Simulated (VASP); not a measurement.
## GaN: electric field gradients with PBEsol

GaN:

```xyz
2
Lattice="0.0000 1.9925 1.9726 1.9925 0.0000 1.9726 1.9925 1.9925 0.0000" Properties=species:S:1:pos:R:3 pbc="T T T"
Ga    1.9925    1.9925    1.9726
N     0.0000    0.0000    0.0000
```

This cell differs from its parent crystal: zz strain of -1 %.

| Item | Value |
| --- | --- |
| Program | VASP 6.6.1 |
| Task | electric field gradients |
| Functional | PBEsol |
| Potentials or basis | VASP PAW PBE potentials, release 64 (Ga_d, N) |
| Cutoff | 520 eV |
| k mesh | 10 × 10 × 10 |
| Occupations | fermi-dirac, width 0.02 eV |
| Spin | no spin polarisation |
| Dipole correction | no |
| Further INCAR settings | ALGO = Normal; EDIFF = 1e-08; NBANDS = 16 |

- Pressure: 64.4 GPa
- Band gap on the k mesh: 1.69 eV, indirect (least direct gap 5.34 eV)

Stress tensor (GPa, compression positive):
```
62.64  0.00  0.00
 0.00 62.64  0.00
 0.00  0.00 67.92
```

Levels at points of the mesh, in eV from the valence-band top:
```
           k point  band 7  band 8  band 9  band 10  band 11  band 12
(0.00, 0.00, 0.00)   -0.85   -0.76   -0.76     4.59    15.73    15.73
(0.50, 0.00, 0.00)   -9.27   -0.18   -0.11     5.40     9.95    10.20
(0.50, 0.50, 0.00)   -8.78   -3.92   -3.92     1.69     7.81    13.88
(0.50, 0.00, 0.50)   -8.82   -3.92   -3.77     1.83     7.95    13.77
```

Electric field gradients, principal values (V/Å²):
```tsv
atom	least	middle	greatest (by size)
1 Ga	5.278	5.281	-10.559
2 N	-0.109	-0.109	0.218
```

It took 43 s on 1 thread of Intel Xeon 8259CL, with other jobs on the host, peak memory 0.16 GiB.

Caveat: the cell differs from its parent crystal (zz strain of -1 %); without QUAD_EFG the Cq values of the log hold for a quadrupole moment of 1 mb, not for the nuclei; the PAW data sets were made with another functional, which shifts forces and pressure a little. A k mesh can miss the band edges.
